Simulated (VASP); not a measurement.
A run of VASP 6.6.1 is set up as follows.

Contents of INCAR:

```
SYSTEM = Ba3O2
ALGO = Normal
EDIFF = 1E-6
ENCUT = 520
GGA = PE
ISIF = 2
ISMEAR = 0
LASPH = .TRUE.
LCHARG = .FALSE.
LREAL = .FALSE.
LWAVE = .FALSE.
NBANDS = 53
NELM = 80
PREC = Accurate
SIGMA = 0.1
```

KPOINTS

```
k-points
0
G
  2 2 4
  0 0 0
```

The input POSCAR:

```
Ba3O2
1.0
    8.2434108753      0.0000000000      0.0000000000
    0.0000000000      8.2434108753      0.0000000000
    0.0000000000      0.0000000000      4.5078706118
Ba O
6 4
Direct
    0.0000000000      0.0000000000      0.0000000000
    0.5000000000      0.5000000000      0.0000000000
    0.1699364877      0.6699364877      0.5000000000
    0.3300635123      0.1699364877      0.5000000000
    0.8300635123      0.3300635123      0.5000000000
    0.6699364877      0.8300635123      0.5000000000
    0.2584780210      0.7584780210      0.0000000000
    0.2415219790      0.2584780210      0.0000000000
    0.7415219790      0.2415219790      0.0000000000
    0.7584780210      0.7415219790      0.0000000000
```

Potentials or basis: VASP PAW PBE potentials, release 64 (Ba_sv, O).

Command:

```console
$ cat potpaw_PBE.64/Ba_sv/POTCAR potpaw_PBE.64/O/POTCAR > POTCAR
$ mpirun -np 1 vasp_std > vasp.out
```

Q: What does it give for the pressure?

A: 1.3 GPa.

Q: What does it give for the largest force?

A: 0.270 eV/Å.

Q: Estimate the band gap on the k mesh.

A: Zero (bands 42 and 43 overlap by 0.49 eV).

Forces on the atoms (eV/Å):
```
Ba   0.000  0.000  0.000
Ba   0.000  0.000  0.000
Ba  -0.191 -0.191  0.000
Ba   0.191 -0.191  0.000
Ba   0.191  0.191  0.000
Ba  -0.191  0.191  0.000
O    0.183  0.183  0.000
O   -0.183  0.183  0.000
O   -0.183 -0.183  0.000
O    0.183 -0.183  0.000
```

Caveat: the k points lie up to 0.38 Å⁻¹ apart; spin-orbit coupling is left out, which moves the levels of the heavy elements.
